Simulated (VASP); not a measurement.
# Mg2Ti2O3 (P-3m1) in VASP: relaxation of cell and atoms with PBE

Aim: the relaxation of cell and atoms of Mg2Ti2O3 with PBE.

Program: VASP 6.6.1. These are calculated values, not measurements. Logs are shortened: lines on timing, memory, paths and dates and some standing lists are left out, and cuts for length are marked.

## Step 1: The cell of the first run

Symmetry: P-3m1, No. 164, trigonal system. The conventional cell has a = 3.050 Å, b = 3.050 Å, c = 10.600 Å, α = 90.00°, β = 90.00°, γ = 120.00°. Mg (site symmetry 3m) has 6 O at 2.18 to 2.19 Å within 2.9 Å. Within 2.9 Å of Ti (site symmetry 3m) lie 3 O at 2.17 Å. Within 2.9 Å of O (site symmetry 3m) lie 3 Ti at 2.17 Å and 3 Mg at 2.19 Å and 1 O at 2.60 Å. Within 2.9 Å of O (site symmetry -3m) lie 6 Mg at 2.18 Å and 2 O at 2.60 Å.

## Step 2: Relaxation of cell and atoms, PBE, collinear spin

INCAR reads:

```
  PREC = Accurate
  ENCUT = 600
  EDIFF = 1E-6
  ISMEAR = 0
  SIGMA = 0.2
  LREAL = False
  LASPH = True
  NELM = 150
  ALGO = Fast
  ISIF = 3
  LWAVE = False
  LCHARG = False
  ISPIN = 2
  MAGMOM = 0 0 1 1 0 0 0
  LORBIT = 11
  LMAXMIX = 4
  GGA = PE
  IBRION = 2
  NSW = 36
  EDIFFG = -0.08
```

KPOINTS reads:

```
regular mesh
0
Gamma
  6 6 2
```

POSCAR reads:

```
Mg2Ti2O3
1.0
    3.0500000000      0.0000000000      0.0000000000
   -1.5250000000      2.6413774800      0.0000000000
    0.0000000000      0.0000000000     10.6000000000
Mg Ti O
2 2 3
Direct
    0.3333333300      0.6666666700      0.1220000000
    0.6666666700      0.3333333300      0.8780000000
    0.6666666700      0.3333333300      0.3650000000
    0.3333333300      0.6666666700      0.6350000000
    0.0000000000      0.0000000000      0.2450000000
    0.0000000000      0.0000000000      0.7550000000
    0.0000000000      0.0000000000      0.0000000000
```

Potentials or basis: VASP PAW PBE potentials, release 64 (Mg, Ti_sv, O).

The run is started by

```bash
$ cat potpaw_PBE.64/Mg/POTCAR potpaw_PBE.64/Ti_sv/POTCAR potpaw_PBE.64/O/POTCAR > POTCAR
$ mpirun -np 1 vasp_std > vasp.out
```

OUTCAR:

```text
PREC = Accurate
   ENCUT = 600
   EDIFF = 1E-6
   ISMEAR = 0
   LREAL = False
   LASPH = True
   NELM = 150
   ISIF = 3
   ISPIN = 2
   LORBIT = 11
   GGA = PE
   IBRION = 2
   NSW = 36
   EDIFFG = -0.08

 ion  position               nearest neighbor table
   1  0.333  0.667  0.122-   7 2.18   7 2.18   7 2.18   5 2.19   5 2.19   5 2.19   3 3.12   3 3.12
                             3 3.12   2 3.13   2 3.13   2 3.13
   2  0.667  0.333  0.878-   7 2.18   7 2.18   7 2.18   6 2.19   6 2.19   6 2.19   4 3.12   4 3.12
                             4 3.12   1 3.13   1 3.13   1 3.13
   3  0.667  0.333  0.365-   5 2.17   5 2.17   5 2.17   1 3.12   1 3.12   1 3.12
   4  0.333  0.667  0.635-   6 2.17   6 2.17   6 2.17   2 3.12   2 3.12   2 3.12
   5  0.000  0.000  0.245-   3 2.17   3 2.17   3 2.17   1 2.19   1 2.19   1 2.19
   6  0.000  0.000  0.755-   4 2.17   4 2.17   4 2.17   2 2.19   2 2.19   2 2.19
   7  0.000  0.000  0.000-   1 2.18   2 2.18   1 2.18   2 2.18   2 2.18   1 2.18

  LATTYP: Found a hexagonal cell.
 ALAT       =     3.0500000000
 C/A-ratio  =     3.4754098361

  Lattice vectors:

 A1 = (   3.0500000000,   0.0000000000,   0.0000000000)
 A2 = (  -1.5250000000,   2.6413774800,   0.0000000000)
 A3 = (   0.0000000000,   0.0000000000,  10.6000000000)

Analysis of symmetry for initial positions (statically):
=====================================================================
 Subroutine PRICEL returns:
 Original cell was already a primitive cell.

 Routine SETGRP: Setting up the symmetry group for a
 hexagonal supercell.

 Subroutine GETGRP returns: Found 12 space group operations
 (whereof 12 operations were pure point group operations)
 out of a pool of 24 trial point group operations.

The static configuration has the point symmetry D_3d.

Analysis of symmetry for dynamics (positions and initial velocities):
=====================================================================
 Subroutine PRICEL returns:
 Original cell was already a primitive cell.

 Routine SETGRP: Setting up the symmetry group for a
 hexagonal supercell.

 Subroutine GETGRP returns: Found 12 space group operations
 (whereof 12 operations were pure point group operations)
 out of a pool of 24 trial point group operations.

The dynamic configuration has the point symmetry D_3d.

Analysis of structural, dynamic, and magnetic symmetry:
=====================================================================
 Subroutine PRICEL returns:
 Original cell was already a primitive cell.

 Routine SETGRP: Setting up the symmetry group for a
 hexagonal supercell.

 Subroutine GETGRP returns: Found 12 space group operations
 (whereof 12 operations were pure point group operations)
 out of a pool of 24 trial point group operations.

The overall configuration has the point symmetry D_3d.

 Subroutine INISYM returns: Found 12 space group operations
 (whereof 12 operations are pure point group operations),
 and found     1 'primitive' translations

----------------------------------------------------------------------------------------

                                     Primitive cell

  volume of cell :      85.3957

  direct lattice vectors                    reciprocal lattice vectors
     3.050000000  0.000000000  0.000000000     0.327868852  0.189295170  0.000000000
    -1.525000000  2.641377480  0.000000000     0.000000000  0.378590341  0.000000000
     0.000000000  0.000000000 10.600000000     0.000000000  0.000000000  0.094339623

  length of vectors
     3.050000000  3.049999999 10.600000000     0.378590341  0.378590341  0.094339623

  position of ions in fractional coordinates (direct lattice)
     0.333333330  0.666666670  0.122000000
     0.666666670  0.333333330  0.878000000
     0.666666670  0.333333330  0.365000000
     0.333333330  0.666666670  0.635000000
     0.000000000  0.000000000  0.245000000
     0.000000000  0.000000000  0.755000000
     0.000000000  0.000000000  0.000000000

  ion indices of the primitive-cell ions
   primitive index   ion index
                 1           1
                 2           2
                 3           3
                 4           4
                 5           5
                 6           6
                 7           7

----------------------------------------------------------------------------------------

 KPOINTS: regular mesh

Automatic generation of k-mesh.
 Grid dimensions read from file:
 generate k-points for:    6    6    2

 Generating k-lattice:

  Cartesian coordinates                     Fractional coordinates (reciprocal lattice)
     0.054644809  0.031549195  0.000000000     0.166666667  0.000000000  0.000000000
     0.000000000  0.063098390  0.000000000     0.000000000  0.166666667  0.000000000
     0.000000000  0.000000000  0.047169811     0.000000000  0.000000000  0.500000000

  Length of vectors
     0.063098390  0.063098390  0.047169811

  Shift w.r.t. Gamma in fractional coordinates (k-lattice)
     0.000000000  0.000000000  0.000000000

 Subroutine IBZKPT returns following result:
 ===========================================

 Found     14 irreducible k-points:

 Following reciprocal coordinates:
            Coordinates               Weight
  0.000000  0.000000  0.000000      1.000000
  0.166667  0.000000  0.000000      6.000000
  0.333333  0.000000  0.000000      6.000000
  0.500000  0.000000  0.000000      3.000000
  0.166667  0.166667  0.000000      6.000000
  0.333333  0.166667  0.000000     12.000000
  0.333333  0.333333  0.000000      2.000000
  0.000000  0.000000  0.500000      1.000000
  0.166667  0.000000  0.500000      6.000000
  0.333333  0.000000  0.500000      6.000000
  0.500000  0.000000  0.500000      3.000000
  0.166667  0.166667  0.500000      6.000000
  0.333333  0.166667  0.500000     12.000000
  0.333333  0.333333  0.500000      2.000000
   k-points           NKPTS =     14   k-points in BZ     NKDIM =     14   number of bands    NBANDS=     28
   number of dos      NEDOS =    301   number of ions     NIONS =      7
   total plane-waves  NPLWV =  51840
   dimension x,y,z NGX =    24 NGY =   24 NGZ =   90
   dimension x,y,z NGXF=    48 NGYF=   48 NGZF=  180
   ions per type =               2   2   3
   NGX,Y,Z   is equivalent  to a cutoff of  13.08, 13.08, 14.12 a.u.
   NGXF,Y,Z  is equivalent  to a cutoff of  26.16, 26.16, 28.23 a.u.
 SYSTEM =  unknown system
   PREC   = accura    normal or accurate (medium, high low for compatibility)
   ISTART =      0    job   : 0-new  1-cont  2-samecut
   ICHARG =      2    charge: 1-file 2-atom 10-const
   ISPIN  =      2    spin polarized calculation?
   LNONCOLLINEAR =      F non collinear calculations
   LSORBIT =      F    spin-orbit coupling
   LASPH  =      T    aspherical Exc in radial PAW
   ENCUT  =  600.0 eV  44.10 Ry    6.64 a.u.   6.09  6.09 21.17*2*pi/ulx,y,z
   NELM   =    150;   NELMIN=  2; NELMDL= -5     # of ELM steps
   EDIFF  = 0.1E-05   stopping-criterion for ELM
   LREAL  =      F    real-space projection
   EDIFFG = -.8E-01   stopping-criterion for IOM
   NSW    =     36    number of steps for IOM
   IBRION =      2    ionic relax: 0-MD 1-quasi-New 2-CG
   NFREE  =      1    steps in history (QN), initial steepest desc. (CG)
   ISIF   =      3    stress and relaxation
   ISYM   =      2    0-nonsym 1-usesym 2-fastsym
   POTIM  = 0.5000    time-step for ionic-motion
   TEBEG  =    0.0;   TEEND  =   0.0 temperature during run
   PSTRESS=    0.0 pullay stress
   NELECT =      46.0000    total number of electrons
   NUPDOWN=      -1.0000    fix difference up-down
   EMIN   =  10.00;   EMAX   =-10.00  energy-range for DOS
   EFERMI =   0.00;   METHOD = LEGACY
   ISMEAR =     0;   SIGMA  =   0.20  broadening in eV -4-tet -1-fermi 0-gaus
   EFERMI_NEDOS =   21; number of points for ismear=-14 and -15
   IALGO  =     68    algorithm
   IMIX   =      4    mixing-type and parameters
     AMIX     =   0.40;   BMIX     =  1.00
     AMIX_MAG =   1.60;   BMIX_MAG =  1.00
  volume/ion in A,a.u.               =      12.20        82.33
  Fermi-wavevector in a.u.,A,eV,Ry     =   1.332034  2.517180 24.141023  1.774315
  Thomas-Fermi vector in A             =   2.461000
   LORBIT       =     11    0 simple, 1 ext, 2 COOP (PROOUT), +10 PAW based schemes
   GGA     = PE    functional components
   LHFCALC =     F    Hartree Fock is set to
   AEXX    =    0.0000 exact exchange contribution
   IVDW    =     0    specifies the selected vdW correction
   LEPSILON=     F    determine dielectric tensor
   LRPA    =     F    only Hartree local field effects (RPA)
 conjugate gradient relaxation of ions
 spin polarized calculation
 RMM-DIIS sequential band-by-band and
 Gauss-broadening in eV      SIGMA  =   0.20
  energy-cutoff  :      600.00
  volume of cell :       85.40
 maximum number of plane-waves:      2886
   NGX = 13   NGY = 13   NGZ = 43

--------------------------------------- Ionic step        1  -------------------------------------------

 number of electron      46.0000006 magnetization       0.0004452

 Free energy of the ion-electron system (eV)
  ---------------------------------------------------
  ext. energy  EPLUGINS =         0.00000000
  ---------------------------------------------------
  free energy    TOTEN  =       -47.63305567 eV

  energy without entropy =      -47.57991495  energy(sigma->0) =      -47.60648531

------------------------ aborting loop because EDIFF is reached ----------------------------------------

  FORCE on cell =-STRESS in cart. coord.  units (eV):
  Direction    XX          YY          ZZ          XY          YZ          ZX
  --------------------------------------------------------------------------------------
  -------------------------------------------------------------------------------------
  Total       -6.1411791     -6.1411791     -3.3637731     -0.0000000      0.0000000      0.0000000
  in kB     -115.2195480   -115.2195479    -63.1104248     -0.0000000      0.0000000      0.0000000
  external PRESSURE =     -97.8498402 kB  Pullay stress =       0.0000000 kB
[... 106 lines left out ...]
  FREE ENERGIE OF THE ION-ELECTRON SYSTEM (eV)
  ---------------------------------------------------
  free  energy   TOTEN  =       -48.3584821294 eV

  energy  without entropy=      -48.3158445673  energy(sigma->0) =      -48.33716335

[... ionic steps 4 to 7 ...]

--------------------------------------- Ionic step        8  -------------------------------------------

 number of electron      45.9999988 magnetization       0.0000085

 number of electron      45.9999988 magnetization      -0.0000041

------------------------ aborting loop because EDIFF is reached ----------------------------------------

  FORCE on cell =-STRESS in cart. coord.  units (eV):
  Direction    XX          YY          ZZ          XY          YZ          ZX
  --------------------------------------------------------------------------------------
  -------------------------------------------------------------------------------------
  Total        0.4269008      0.4269008      1.1239274     -0.0000000      0.0000000      0.0000000
  in kB        9.0177162      9.0177162     23.7414828     -0.0000000      0.0000000      0.0000000
  external PRESSURE =      13.9256384 kB  Pullay stress =       0.0000000 kB
[... 71 lines left out ...]
--------------------------------------- Ionic step       10  -------------------------------------------

 number of electron      45.9999986 magnetization       0.0000006

 number of electron      45.9999986 magnetization      -0.0000016

 Free energy of the ion-electron system (eV)
  ---------------------------------------------------
  ext. energy  EPLUGINS =         0.00000000
  ---------------------------------------------------
  free energy    TOTEN  =       -48.74929190 eV

  energy without entropy =      -48.71852197  energy(sigma->0) =      -48.73390694

 E-fermi :   8.4327     XC(G=0): -11.4872

 val. band max:        8.3699392370   @ k =   0.5000   0.0000   0.0000
 cond. band min:       8.6181015658   @ k =   0.3333   0.0000   0.5000
 fundamental gap:      0.2481623289
 Fermi energy:         8.4326568812

 spin component 1

 k-point     1 :       0.0000    0.0000    0.0000
  band No.  band energies     occupation
      1     -48.8618      1.00000
      2     -48.7622      1.00000
      3     -25.4042      1.00000
      4     -24.9665      1.00000
      5     -24.8222      1.00000
      6     -24.8222      1.00000
[... 423 lines left out ...]
     27      10.8722      0.00000
     28      10.8723      0.00000
 Fermi energy:         8.4326568812

 spin component 2

 k-point     1 :       0.0000    0.0000    0.0000
  band No.  band energies     occupation
      1     -48.8618      1.00000
      2     -48.7622      1.00000
      3     -25.4042      1.00000
      4     -24.9665      1.00000
      5     -24.8222      1.00000
      6     -24.8222      1.00000
[... 457 lines left out ...]
  FREE ENERGIE OF THE ION-ELECTRON SYSTEM (eV)
  ---------------------------------------------------
  free  energy   TOTEN  =       -48.7492919043 eV

  energy  without entropy=      -48.7185219704  energy(sigma->0) =      -48.73390694

 reached required accuracy - stopping structural energy minimisation

 total charge

# of ion       s       p       d       tot
------------------------------------------
    1        0.145   0.163   0.071   0.378
    2        0.145   0.163   0.071   0.378
    3        2.207   6.162   1.878  10.248
    4        2.207   6.162   1.878  10.248
    5        1.548   3.506   0.000   5.053
    6        1.548   3.506   0.000   5.053
    7        1.545   3.526   0.000   5.071
--------------------------------------------------
tot          9.344  23.188   3.899  36.431

 magnetization (x)

# of ion       s       p       d       tot
------------------------------------------
    1       -0.000  -0.000  -0.000  -0.000
    2       -0.000  -0.000  -0.000  -0.000
    3       -0.000   0.000  -0.000  -0.000
    4       -0.000   0.000  -0.000  -0.000
    5       -0.000   0.000   0.000   0.000
    6       -0.000   0.000   0.000   0.000
    7       -0.000   0.000   0.000   0.000
--------------------------------------------------
tot         -0.000   0.000  -0.000   0.000
```

Run time: 51 min. Hardware: 1 thread of Oxide Virtual Turin-like, shared host; peak memory 0.28 GiB.

What came out:

```
Free energy                                           : -48.7493 eV
Relaxed volume                                        : 10.92 Å³/atom
Relaxed cell                                          : a = 2.949 Å, b = 2.949 Å, c = 10.155 Å, α = 90.00°, β = 90.00°, γ = 120.00°
Space group after relaxing (to 0.1 Å)                 : P-3m1 (No. 164)
Energy gained by relaxing                             : 159.5 meV/atom
Ionic steps                                           : 10
Pressure after relaxing                               : -0.1 GPa
Largest force after relaxing                          : 0.048 eV/Å
Band gap on the k mesh                                : zero (filled and empty bands overlap)
Net moment                                            : 0.00 μB per cell
Valence electrons inside the program's atomic spheres : Mg 0.38; Ti 10.25; O 5.05, 5.07 (each value once)
```

Forces on the atoms (eV/Å):
```
Mg   0.000  0.000 -0.048
Mg   0.000  0.000  0.048
Ti   0.000  0.000  0.009
Ti   0.000  0.000 -0.009
O    0.000  0.000  0.035
O    0.000  0.000 -0.035
O    0.000  0.000  0.000
```

Step by step:
| step | energy change (eV) | largest force (eV/Å) | pressure (GPa) | volume (Å³) |
| --- | --- | --- | --- | --- |
| 1 | 0.0000 | 2.1594 | -9.78 | 85.40 |
| 2 | -0.6992 | 1.7029 | 1.42 | 76.50 |
| 3 | -0.7254 | 1.4465 | 5.76 | 74.40 |
| 4 | -0.9333 | 1.1885 | 1.81 | 75.42 |
| 5 | -0.9333 | 1.1971 | 1.79 | 75.43 |
| 6 | -1.0781 | 0.4323 | -1.70 | 77.16 |
| 7 | -1.0877 | 0.4509 | -2.67 | 77.73 |
| 8 | -1.1117 | 0.1661 | 1.39 | 75.85 |
| 9 | -1.1143 | 0.1236 | 0.36 | 76.29 |
| 10 | -1.1162 | 0.0484 | -0.06 | 76.46 |

Final structure:
```
Mg Ti O
1.0
     2.94857    0.00000    0.00000
    -1.47428    2.55354    0.00000
     0.00000    0.00000   10.15473
Mg Ti O
2 2 3
Direct
  0.33333 0.66667 0.12875
  0.66667 0.33333 0.87125
  0.66667 0.33333 0.39211
  0.33333 0.66667 0.60789
  0.00000 0.00000 0.25549
  0.00000 0.00000 0.74451
  0.00000 0.00000 0.00000
```

Levels at points of the mesh, in eV from the Fermi level:
Spin up:
```
           k point  band 19  band 20  band 21  band 22  band 23  band 24  band 25  band 26  band 27  band 28
(0.00, 0.00, 0.00)    -4.24    -4.24    -3.12    -1.16     0.54     0.54     0.56     0.67     1.13     1.13
(0.50, 0.00, 0.00)    -4.94    -4.63    -1.96    -1.17    -0.98    -0.06     1.24     1.98     2.85     2.95
(0.00, 0.00, 0.50)    -4.24    -4.24    -2.60    -1.53     0.43     0.54     0.54     0.58     1.13     1.13
(0.50, 0.00, 0.50)    -4.93    -4.64    -1.90    -1.15    -1.06    -0.11     1.24     2.23     2.82     2.91
```
Spin down:
| k point | band 19 | band 20 | band 21 | band 22 | band 23 | band 24 | band 25 | band 26 | band 27 | band 28 |
| --- | --- | --- | --- | --- | --- | --- | --- | --- | --- | --- |
| (0.00, 0.00, 0.00) | -4.24 | -4.24 | -3.12 | -1.16 | 0.54 | 0.54 | 0.56 | 0.67 | 1.13 | 1.13 |
| (0.50, 0.00, 0.00) | -4.94 | -4.63 | -1.96 | -1.17 | -0.98 | -0.06 | 1.24 | 1.98 | 2.85 | 2.95 |
| (0.00, 0.00, 0.50) | -4.24 | -4.24 | -2.60 | -1.53 | 0.43 | 0.54 | 0.54 | 0.58 | 1.13 | 1.13 |
| (0.50, 0.00, 0.50) | -4.93 | -4.64 | -1.90 | -1.15 | -1.06 | -0.11 | 1.24 | 2.23 | 2.82 | 2.85 |

Caveat: the k points lie up to 0.41 Å⁻¹ apart in the final cell, too coarse for converged energies and pressures of a metal; the relaxation stopped at a loose force limit of 0.08 eV/Å, so its end isn't a converged minimum.

The gap in the log of VASP goes by the Fermi energy; the results here count the filled bands.